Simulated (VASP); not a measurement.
Here is a VASP 6.6.1 calculation.

INCAR

```
  PREC = Accurate
  ENCUT = 520
  EDIFF = 1E-7
  ISMEAR = 0
  SIGMA = 0.1
  LREAL = False
  LASPH = True
  NELM = 150
  ALGO = Normal
  ISIF = 2
  LWAVE = False
  LCHARG = False
  ISPIN = 2
  MAGMOM = 2 0
  LORBIT = 11
  LMAXMIX = 4
  LDAU = True
  LDAUTYPE = 2
  LDAUL = 2 -1
  LDAUU = 4.38 0
  LDAUJ = 0 0
  LDAUPRINT = 1
  GGA = PE
  NBANDS = 21
```

File KPOINTS:

```
regular mesh
0
Gamma
  12 12 12
```

Contents of POSCAR:

```
MoSe
1.0
    0.0000000000      3.1234515502      3.1234515502
    3.1234515502      0.0000000000      3.1234515502
    3.1234515502      3.1234515502      0.0000000000
Mo Se
1 1
Direct
    0.0000000000      0.0000000000      0.0000000000
    0.2500000000      0.2500000000      0.2500000000
```

Potentials or basis: VASP PAW PBE potentials, release 64 (Mo_sv, Se).

Run with:

```sh
$ cat potpaw_PBE.64/Mo_sv/POTCAR potpaw_PBE.64/Se/POTCAR > POTCAR
$ mpirun -np 1 vasp_std > vasp.out
```

Q: Predict the pressure.

A: -0.9 GPa.

Q: Estimate the site moments.

A: Mo +3.62; Se -0.21 μB.

Q: Estimate the net moment.

A: 4.00 μB per cell.

Eigenvalues of the final occupation matrices:
```tsv
site	spin	trace	eigenvalues
site 1 d	1	3.75	0.70 0.70 0.70 0.82 0.82
site 1 d	2	0.20	0.02 0.02 0.06 0.06 0.06
```
